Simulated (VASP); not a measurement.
# SnO2: single point with PBEsol

The system is SnO2.

```
Sn O
1.0
    -2.00007    2.00007    5.12368
     2.00007   -2.00007    5.12368
     2.00007    2.00007   -5.12368
Sn O
2 4
Cartesian
  0.0000 0.0000 0.0000
  0.0000 2.0001 2.5618
  0.0000 2.0001 0.4767
  0.0000 0.0000 2.0851
  0.0000 2.0001 4.6469
  0.0000 0.0000 8.1623
```

```yaml
Program: VASP 6.6.1
Task: single point
Functional: PBEsol
Potentials_or_basis: VASP PAW PBE potentials, release 64 (Sn_d, O)
Cutoff: 520 eV
k_mesh: 9 × 9 × 9
Occupations: fermi-dirac, width 0.05 eV
Spin: no spin polarisation
Dipole_correction: no
Further_INCAR_settings: ALGO = Normal; EDIFF = 1e-07; NBANDS = 35
```

* Pressure: 1.2 GPa
* Largest force: 0.056 eV/Å
* Band gap on the k mesh: 1.55 eV (least direct gap 1.94 eV)

Forces in eV/Å, atoms in the order of the input:
```
Sn   0.000  0.000  0.000
Sn   0.000  0.000  0.000
O    0.000  0.000  0.056
O    0.000  0.000 -0.056
O    0.000  0.000 -0.056
O    0.000  0.000  0.056
```

Stress tensor (GPa, compression positive):
```
1.54 0.00 0.00
0.00 1.54 0.00
0.00 0.00 0.65
```

Levels at points of the mesh, in eV from the valence-band top:
```
           k point  band 23  band 24  band 25  band 26  band 27  band 28  band 29  band 30
(0.00, 0.00, 0.00)    -0.67    -0.67    -0.39    -0.39     1.55     5.49     9.23     9.67
```

Run time: 4.5 min on 1 thread of Intel(R) Xeon(R) Platinum 8488C (Sapphire Rapids), on a shared host, peak memory 0.42 GiB.

Caveat: the PAW data sets were made with another functional, which shifts forces and pressure a little; spin-orbit coupling is left out, which moves the levels of the heavy elements. A k mesh can miss the band edges.
